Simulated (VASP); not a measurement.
Sb, 2 atoms in the cell. Symmetry: P6_3/mmc, No. 194, hexagonal system. The conventional cell has a = 3.331 Å, b = 3.331 Å, c = 5.527 Å, α = 90.00°, β = 90.00°, γ = 120.00°. Sb (site symmetry -6m2) has 12 Sb at 3.33 to 3.37 Å within 4.4 Å. 

```yaml
Program: VASP 6.6.1
Task: single point
Functional: PBEsol
Potentials_or_basis: VASP PAW PBE potentials, release 64 (Sb)
Cutoff: 500 eV
k_mesh: 15 × 15 × 8
Occupations: gaussian, width 0.1 eV
Spin: no spin polarisation
Dipole_correction: no
Further_INCAR_settings: ALGO = Normal; EDIFF = 1e-06; NBANDS = 12
```

Potentials or basis: VASP PAW PBE potentials, release 64 (Sb).

The run is started by

```sh
$ cat potpaw_PBE.64/Sb/POTCAR > POTCAR
$ mpirun -np 1 vasp_std > vasp.out
```

Hardware: 1 thread of Intel Xeon 8259CL, with other jobs on the host.

Question: Estimate the wall time of this run.

Answer: It took 57 s on 1 thread of Intel Xeon 8259CL, on a shared host, peak memory 0.21 GiB. Counts: scf iterations 9, k points 135.
